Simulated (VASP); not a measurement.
# Ir (Fm-3m) in VASP: a series of runs

Runs on Ir. Level: LDA. Tasks: single point, relaxation of cell and atoms.

All numbers are computed with VASP 6.6.1; they aren't measurements. Logs are shortened: lines on timing, memory, paths and dates and some standing lists are left out, and cuts for length are marked.

## 1. The cell of the first run

Symmetry: Fm-3m, No. 225, cubic system. Conventional cell: a = 3.816 Å, b = 3.816 Å, c = 3.816 Å, α = 90.00°, β = 90.00°, γ = 90.00°. Ir (site symmetry m-3m) has 12 Ir at 2.70 Å within 3.6 Å.

## 2. Single point, LDA

File INCAR:

```
  PREC = Accurate
  ENCUT = 560
  EDIFF = 1E-6
  ISMEAR = 0
  SIGMA = 0.1
  LREAL = False
  LASPH = True
  NELM = 120
  ALGO = Normal
  ISIF = 2
  LWAVE = False
  LCHARG = False
  NBANDS = 14
  GGA_COMPAT = False
```

File KPOINTS:

```
Automatic mesh
0
Gamma
  8 8 8
```

File POSCAR:

```
Ir
1.0
    0.0000000000      1.9078981112      1.9078981112
    1.9078981112      0.0000000000      1.9078981112
    1.9078981112      1.9078981112      0.0000000000
Ir
1
Direct
    0.0000000000      0.0000000000      0.0000000000
```

Potentials or basis: VASP PAW LDA potentials, release 64 (Ir_sv_GW).

Launch:

```console
$ cat potpaw_LDA.64/Ir_sv_GW/POTCAR > POTCAR
$ mpirun -np 1 vasp_std > vasp.out
```

OUTCAR:

```text
PREC = Accurate
   ENCUT = 560
   EDIFF = 1E-6
   ISMEAR = 0
   LREAL = False
   LASPH = True
   NELM = 120
   ISIF = 2

 ion  position               nearest neighbor table
   1  0.000  0.000  0.000-

  LATTYP: Found a face centered cubic cell.
 ALAT       =     3.8157962224

  Lattice vectors:

 A1 = (   0.0000000000,   1.9078981112,   1.9078981112)
 A2 = (   1.9078981112,   0.0000000000,   1.9078981112)
 A3 = (   1.9078981112,   1.9078981112,   0.0000000000)

Analysis of symmetry for initial positions (statically):
=====================================================================
 Subroutine PRICEL returns:
 Original cell was already a primitive cell.

 Routine SETGRP: Setting up the symmetry group for a
 face centered cubic supercell.

 Subroutine GETGRP returns: Found 48 space group operations
 (whereof 48 operations were pure point group operations)
 out of a pool of 48 trial point group operations.

The static configuration has the point symmetry O_h .

Analysis of symmetry for dynamics (positions and initial velocities):
=====================================================================
 Subroutine PRICEL returns:
 Original cell was already a primitive cell.

 Routine SETGRP: Setting up the symmetry group for a
 face centered cubic supercell.

 Subroutine GETGRP returns: Found 48 space group operations
 (whereof 48 operations were pure point group operations)
 out of a pool of 48 trial point group operations.

The dynamic configuration has the point symmetry O_h .

 Subroutine INISYM returns: Found 48 space group operations
 (whereof 48 operations are pure point group operations),
 and found     1 'primitive' translations

----------------------------------------------------------------------------------------

                                     Primitive cell

  volume of cell :      13.8898

  direct lattice vectors                    reciprocal lattice vectors
     0.000000000  1.907898111  1.907898111    -0.262068502  0.262068502  0.262068502
     1.907898111  0.000000000  1.907898111     0.262068502 -0.262068502  0.262068502
     1.907898111  1.907898111  0.000000000     0.262068502  0.262068502 -0.262068502

  length of vectors
     2.698175384  2.698175384  2.698175384     0.453915961  0.453915961  0.453915961

  position of ions in fractional coordinates (direct lattice)
     0.000000000  0.000000000  0.000000000

  ion indices of the primitive-cell ions
   primitive index   ion index
                 1           1

----------------------------------------------------------------------------------------

 KPOINTS: Automatic mesh

Automatic generation of k-mesh.
 Grid dimensions read from file:
 generate k-points for:    8    8    8

 Generating k-lattice:

  Cartesian coordinates                     Fractional coordinates (reciprocal lattice)
    -0.032758563  0.032758563  0.032758563     0.125000000  0.000000000  0.000000000
     0.032758563 -0.032758563  0.032758563     0.000000000  0.125000000  0.000000000
     0.032758563  0.032758563 -0.032758563     0.000000000  0.000000000  0.125000000

  Length of vectors
     0.056739495  0.056739495  0.056739495

  Shift w.r.t. Gamma in fractional coordinates (k-lattice)
     0.000000000  0.000000000  0.000000000

 Subroutine IBZKPT returns following result:
 ===========================================

 Found     29 irreducible k-points:

 Following reciprocal coordinates:
            Coordinates               Weight
  0.000000  0.000000  0.000000      1.000000
  0.125000  0.000000  0.000000      8.000000
  0.250000  0.000000  0.000000      8.000000
  0.375000  0.000000  0.000000      8.000000
  0.500000  0.000000  0.000000      4.000000
  0.125000  0.125000  0.000000      6.000000
[... 16 lines left out ...]
  0.500000  0.250000  0.125000     48.000000
 -0.375000  0.250000  0.125000     24.000000
 [... further k-points ...]
   k-points           NKPTS =     29   k-points in BZ     NKDIM =     29   number of bands    NBANDS=     14
   number of dos      NEDOS =    301   number of ions     NIONS =      1
   total plane-waves  NPLWV =  13824
   dimension x,y,z NGX =    24 NGY =   24 NGZ =   24
   dimension x,y,z NGXF=    48 NGYF=   48 NGZF=   48
   ions per type =               1
   NGX,Y,Z   is equivalent  to a cutoff of  14.79, 14.79, 14.79 a.u.
   NGXF,Y,Z  is equivalent  to a cutoff of  29.57, 29.57, 29.57 a.u.
 SYSTEM =  unknown system
   PREC   = accura    normal or accurate (medium, high low for compatibility)
   ISTART =      0    job   : 0-new  1-cont  2-samecut
   ICHARG =      2    charge: 1-file 2-atom 10-const
   ISPIN  =      1    spin polarized calculation?
   LNONCOLLINEAR =      F non collinear calculations
   LSORBIT =      F    spin-orbit coupling
   LASPH  =      T    aspherical Exc in radial PAW
   ENCUT  =  560.0 eV  41.16 Ry    6.42 a.u.   5.21  5.21  5.21*2*pi/ulx,y,z
   NELM   =    120;   NELMIN=  2; NELMDL= -5     # of ELM steps
   EDIFF  = 0.1E-05   stopping-criterion for ELM
   LREAL  =      F    real-space projection
   EDIFFG = 0.1E-04   stopping-criterion for IOM
   NSW    =      0    number of steps for IOM
   IBRION =     -1    ionic relax: 0-MD 1-quasi-New 2-CG
   NFREE  =      0    steps in history (QN), initial steepest desc. (CG)
   ISIF   =      2    stress and relaxation
   ISYM   =      2    0-nonsym 1-usesym 2-fastsym
   POTIM  = 0.5000    time-step for ionic-motion
   TEBEG  =    0.0;   TEEND  =   0.0 temperature during run
   PSTRESS=    0.0 pullay stress
   NELECT =      17.0000    total number of electrons
   NUPDOWN=      -1.0000    fix difference up-down
   EMIN   =  10.00;   EMAX   =-10.00  energy-range for DOS
   EFERMI =   0.00;   METHOD = LEGACY
   ISMEAR =     0;   SIGMA  =   0.10  broadening in eV -4-tet -1-fermi 0-gaus
   EFERMI_NEDOS =   21; number of points for ismear=-14 and -15
   IALGO  =     38    algorithm
   IMIX   =      4    mixing-type and parameters
     AMIX     =   0.40;   BMIX     =  1.00
     AMIX_MAG =   1.60;   BMIX_MAG =  1.00
  volume/ion in A,a.u.               =      13.89        93.73
  Fermi-wavevector in a.u.,A,eV,Ry     =   1.751161  3.309214 41.723126  3.066563
  Thomas-Fermi vector in A             =   2.821739
   LORBIT       =      0    0 simple, 1 ext, 2 COOP (PROOUT), +10 PAW based schemes
   GGA     = CA    functional components
   LHFCALC =     F    Hartree Fock is set to
   AEXX    =    0.0000 exact exchange contribution
   IVDW    =     0    specifies the selected vdW correction
   LEPSILON=     F    determine dielectric tensor
   LRPA    =     F    only Hartree local field effects (RPA)
 non-spin polarized calculation
 Gauss-broadening in eV      SIGMA  =   0.10
  energy-cutoff  :      560.00
  volume of cell :       13.89
 maximum number of plane-waves:       444
 NGX is ok and might be reduce to    24
   NGX = 11   NGY = 11   NGZ = 11

 number of electron      17.0000000 magnetization

 Free energy of the ion-electron system (eV)
  ---------------------------------------------------
  ext. energy  EPLUGINS =         0.00000000
  ---------------------------------------------------
  free energy    TOTEN  =       -10.82918307 eV

  energy without entropy =      -10.82039581  energy(sigma->0) =      -10.82478944

 E-fermi :  13.0713     XC(G=0): -14.9012

 val. band max:       13.0245457834   @ k =  -0.3750   0.1250   0.0000
 cond. band min:      13.0863989307   @ k =  -0.3750   0.2500   0.0000
 fundamental gap:      0.0618531474
 Fermi energy:        13.0713466290

 k-point     1 :       0.0000    0.0000    0.0000
  band No.  band energies     occupation
      1     -79.5654      2.00000
      2     -36.2110      2.00000
      3     -36.2110      2.00000
      4     -36.2110      2.00000
      5       1.7354      2.00000
      6       8.9978      2.00000
      7       8.9978      2.00000
      8       8.9978      2.00000
      9      11.8169      2.00000
     10      11.8169      2.00000
     11      26.5956      0.00000
     12      32.1957      0.00000
     13      32.1957      0.00000
     14      32.1957      0.00000

 k-point     2 :       0.1250    0.0000    0.0000
  band No.  band energies     occupation
      1     -79.5550      2.00000
      2     -36.3410      2.00000
      3     -36.2288      2.00000
      4     -36.2288      2.00000
      5       2.4247      2.00000
      6       8.6668      2.00000
      7       9.2686      2.00000
      8       9.2686      2.00000
      9      11.6633      2.00000
     10      11.6633      2.00000
     11      27.7444      0.00000
     12      29.8915      0.00000
     13      33.3740      0.00000
     14      33.3740      0.00000

 k-point     3 :       0.2500    0.0000    0.0000
  band No.  band energies     occupation
      1     -79.5291      2.00000
      2     -36.6471      2.00000
      3     -36.2714      2.00000
      4     -36.2714      2.00000
      5       3.9728      2.00000
      6       8.4950      2.00000
      7       9.4615      2.00000
      8       9.4615      2.00000
      9      11.9813      2.00000
     10      11.9813      2.00000
     11      26.5676      0.00000
     12      29.4464      0.00000
     13      36.4211      0.00000
     14      36.4211      0.00000
[... 324 lines left out ...]
 k-point    23 :       0.5000    0.2500    0.1250
  band No.  band energies     occupation
      1     -79.4890      2.00000
      2     -36.8816      2.00000
      3     -36.5263      2.00000
      4     -36.3762      2.00000
      5       6.2199      2.00000
      6       7.8951      2.00000
      7       8.2887      2.00000
      8      10.6890      2.00000
      9      12.8582      1.99742
     10      15.9933      0.00000
     11      23.3834      0.00000
     12      28.6004      0.00000
     13      29.5835      0.00000
     14      34.2526      0.00000

 k-point    24 :      -0.3750    0.2500    0.1250
  band No.  band energies     occupation
      1     -79.4803      2.00000
      2     -36.9501      2.00000
      3     -36.5562      2.00000
      4     -36.4036      2.00000
      5       6.2257      2.00000
      6       7.6366      2.00000
      7       9.3268      2.00000
      8      10.3614      2.00000
      9      13.6161      0.00000
     10      18.3256      0.00000
     11      19.8167      0.00000
     12      28.5984      0.00000
     13      29.0199      0.00000
     14      32.4131      0.00000

 [... further k-points ...]

------------------------ aborting loop because EDIFF is reached ----------------------------------------

  FORCE on cell =-STRESS in cart. coord.  units (eV):
  Direction    XX          YY          ZZ          XY          YZ          ZX
  --------------------------------------------------------------------------------------
  -------------------------------------------------------------------------------------
  Total       -0.0315684     -0.0315684     -0.0315684      0.0000000     -0.0000000      0.0000000
  in kB       -3.6413946     -3.6413946     -3.6413946      0.0000000     -0.0000000      0.0000000
  external PRESSURE =      -3.6413946 kB  Pullay stress =       0.0000000 kB

 VOLUME and BASIS-vectors are now :
 -----------------------------------------------------------------------------
  energy-cutoff  :      560.00
  volume of cell :       13.89
      direct lattice vectors                 reciprocal lattice vectors
     0.000000000  1.907898111  1.907898111    -0.262068502  0.262068502  0.262068502
     1.907898111  0.000000000  1.907898111     0.262068502 -0.262068502  0.262068502
     1.907898111  1.907898111  0.000000000     0.262068502  0.262068502 -0.262068502

 POSITION                                       TOTAL-FORCE (eV/Angst)
 -----------------------------------------------------------------------------------
      0.00000      0.00000      0.00000        -0.000000      0.000000     -0.000000
 -----------------------------------------------------------------------------------
    total drift:                               -0.000000      0.000000      0.000000

  FREE ENERGIE OF THE ION-ELECTRON SYSTEM (eV)
  ---------------------------------------------------
  free  energy   TOTEN  =       -10.8291830682 eV

  energy  without entropy=      -10.8203958144  energy(sigma->0) =      -10.82478944
```

Run time: 9.3 s. Hardware: 1 thread of Intel Xeon Platinum 8488C (Sapphire Rapids), shared host; peak memory 0.14 GiB.

What came out:

| Quantity | Value |
| --- | --- |
| Free energy | -10.8292 eV |
| Pressure | -0.4 GPa |
| Band gap on the k mesh | zero (an odd number of electrons rules out a gap without spin polarisation) |

Caveat: spin-orbit coupling is left out, which moves the levels of the heavy elements.

## 3. Single point, LDA

This run uses another cell than the first one, of 14.31 Å³/atom.

INCAR is that of step 2.

KPOINTS is that of step 2.

File POSCAR:

```
Ir
1.0
    0.0000000000      1.9269646700      1.9269646700
    1.9269646700      0.0000000000      1.9269646700
    1.9269646700      1.9269646700      0.0000000000
Ir
1
Direct
    0.0000000000      0.0000000000      0.0000000000
```

Potentials or basis: VASP PAW LDA potentials, release 64 (Ir_sv_GW).

Launch:

```console
$ cat potpaw_LDA.64/Ir_sv_GW/POTCAR > POTCAR
$ mpirun -np 1 vasp_std > vasp.out
```

Wall time 6.7 s (1 thread of AMD EPYC 7R13 (Zen 3), shared host); peak memory 0.1 GiB.

Results (log left out):

| Property | Result |
| --- | --- |
| Free energy | -10.8177 eV |
| Pressure | -11.5 GPa |
| Band gap on the k mesh | zero (an odd number of electrons rules out a gap without spin polarisation) |

Levels at points of the mesh, in eV from the Fermi level:
```csv
k point,band 4,band 5,band 6,band 7,band 8,band 9,band 10,band 11,band 12,band 13
"(0.00, 0.00, 0.00)",-49.22,-11.02,-3.89,-3.89,-3.89,-1.20,-1.20,13.62,19.05,19.05
"(0.50, 0.00, 0.00)",-49.33,-8.04,-3.97,-3.97,-0.72,0.84,0.84,7.12,13.29,18.96
"(0.50, 0.50, 0.00)",-49.51,-7.82,-7.29,0.84,1.40,1.40,1.68,10.34,11.39,11.39
```

Caveat: the cell stands under tension; spin-orbit coupling is left out, which moves the levels of the heavy elements.

## 4. Relaxation of cell and atoms, LDA

This run uses another cell than the first one, of 14.31 Å³/atom.

File INCAR:

```
PREC     = Accurate       # precision mode
ENCUT    = 560            # plane-wave cutoff, eV
EDIFF    = 1E-7           # SCF threshold, eV
ISMEAR   = 0              # smearing method
SIGMA    = 0.1            # smearing width, eV
LREAL    = False          # projectors in reciprocal space
LASPH    = True           # aspherical terms in the spheres
NELM     = 120            # most SCF steps
ALGO     = Normal         # electronic algorithm
ISIF     = 3              # what is computed and relaxed
LWAVE    = False          # write WAVECAR
LCHARG   = False          # write CHGCAR
IBRION   = 2              # ionic algorithm
NSW      = 100            # ionic steps
EDIFFG   = -0.05          # ionic threshold
GGA_COMPAT= False        
NELMIN   = 4
```

KPOINTS is that of step 3.

POSCAR is that of step 3.

Launch:

```console
$ cat potpaw_LDA.64/Ir_sv_GW/POTCAR > POTCAR
$ mpirun -np 1 vasp_std > vasp.out
```

Wall time 12 s (1 thread of Intel Xeon Platinum 8488C (Sapphire Rapids), shared host); peak memory 0.15 GiB.

Results (log left out):

```yaml
Free_energy: -10.8335 eV
Relaxed_volume: 13.89 Å³/atom
Relaxed_cell: a = 2.698 Å, b = 2.698 Å, c = 2.698 Å, α = 60.00°, β = 60.00°, γ = 60.00°
Space_group_after_relaxing_to_0.1_Å: Fm-3m (No. 225)
Energy_gained_by_relaxing: 15.8 meV/atom
Ionic_steps: 4
Pressure_after_relaxing: -0.1 GPa
Band_gap_on_the_k_mesh: zero (an odd number of electrons rules out a gap without spin polarisation)
```

Step by step:
```tsv
step	energy change (eV)	largest force (eV/Å)	pressure (GPa)	volume (Å³)
1	0.0000	0.0000	-11.56	14.31
2	0.2894	0.0000	68.51	12.28
3	-0.0158	0.0000	-0.70	13.91
4	-0.0158	0.0000	-0.13	13.89
```

Final structure:
```cif
data_structure
_symmetry_space_group_name_H-M 'P 1'
_symmetry_Int_Tables_number 1
_cell_length_a 2.6982
_cell_length_b 2.6982
_cell_length_c 2.6982
_cell_angle_alpha 60.000
_cell_angle_beta 60.000
_cell_angle_gamma 60.000
_cell_volume 13.89
loop_
_atom_site_label
_atom_site_type_symbol
_atom_site_fract_x
_atom_site_fract_y
_atom_site_fract_z
_atom_site_occupancy
Ir1 Ir 0.00000 0.00000 0.00000 1
```

Levels at points of the mesh, in eV from the Fermi level:
| k point | band 6 | band 7 | band 8 | band 9 | band 10 | band 11 |
| --- | --- | --- | --- | --- | --- | --- |
| (0.00, 0.00, 0.00) | -4.07 | -4.07 | -4.07 | -1.25 | -1.25 | 13.52 |
| (0.50, 0.00, 0.00) | -4.16 | -4.16 | -0.80 | 0.89 | 0.89 | 7.43 |
| (0.50, 0.50, 0.00) | -7.62 | 0.89 | 1.48 | 1.48 | 1.68 | 10.76 |

Caveat: spin-orbit coupling is left out, which moves the levels of the heavy elements.

(Continued in part 2 of 2.)

The gap in the log of VASP goes by the Fermi energy; the results here count the filled bands.